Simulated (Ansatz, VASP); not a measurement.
**One calculation of Sc, two programs**

File INCAR:

```
ALGO = Fast ; EDIFF = 1E-6
EDIFFG = -0.04 ; ENCUT = 600
GGA = PE ; IBRION = 2
ISIF = 3 ; ISMEAR = 0
LASPH = True ; LCHARG = False
LREAL = False ; LWAVE = False
NELM = 60 ; NSW = 90
PREC = Accurate ; SIGMA = 0.1
```

The input KPOINTS:

```
k-points
0
Gamma
  6 6 6
```

File POSCAR:

```
Sc
1.0
    5.4761195413      0.0000000000      0.0000000000
   -2.7380597707      4.7424586369      0.0000000000
    0.0000000000      0.0000000000      3.3570993710
Sc
3
Direct
    0.0000000000      0.0000000000      0.0000000000
    0.3333333333      0.6666666667      0.5000000000
    0.6666666667      0.3333333333      0.5000000000
```

Input for Ansatz:

```yaml
crystal:
  lattice:
    - [5.4761195413, 0.0, 0.0]
    - [-2.7380597707, 4.7424586369, 0.0]
    - [0.0, 0.0, 3.357099371]
  atoms:
    - { symbol: Sc, position: [0.0, 0.0, 0.0] }
    - { symbol: Sc, position: [0.3333333333, 0.6666666667, 0.5] }
    - { symbol: Sc, position: [0.6666666667, 0.3333333333, 0.5] }
basis:
  ecutwfc: 420
kpoints:
  mp_grid: { grid: [6, 6, 6] }
hamiltonian:
  xc: pbe
scf:
  occupations: { method: gaussian, width: 0.1 }
  lower_state_search: "off"
output:
  forces: true
  stress: true
  eigenvalues: true
relax:
  adjacent_minimum: "off"
  f_tol: 0.04
  max_steps: 70
  cell: { stress_tol: 0.4 }
```

Alike in both runs: task relaxation of cell and atoms; functional PBE; k mesh 6 × 6 × 6; occupations gaussian, width 0.1 eV; no spin polarisation.

|  | VASP | Ansatz |
| --- | --- | --- |
| version | VASP 6.6.1 | Ansatz 0.2.0 |
| potentials or method | VASP PAW PBE potentials, release 64 (Sc_sv), cutoff 600 eV | scalar-relativistic, plane waves, PAW |
| valence electrons in the cell | 33 | 33 |

```tsv
	VASP	Ansatz	Ansatz less VASP
gap on the k mesh at the Fermi level, each at its own relaxed structure (eV)	none	none	-
relaxed volume (Å³/atom)	24.51	24.50	-0.005
relaxed cell length with the largest relative difference (Å)	3.230	3.230	-0.0004
```

A gap of «none» marks a metal or a gap that the smearing closes.

Noted on VASP's run: the volume moved by over 15 % at a fixed basis, so the end points are rough.
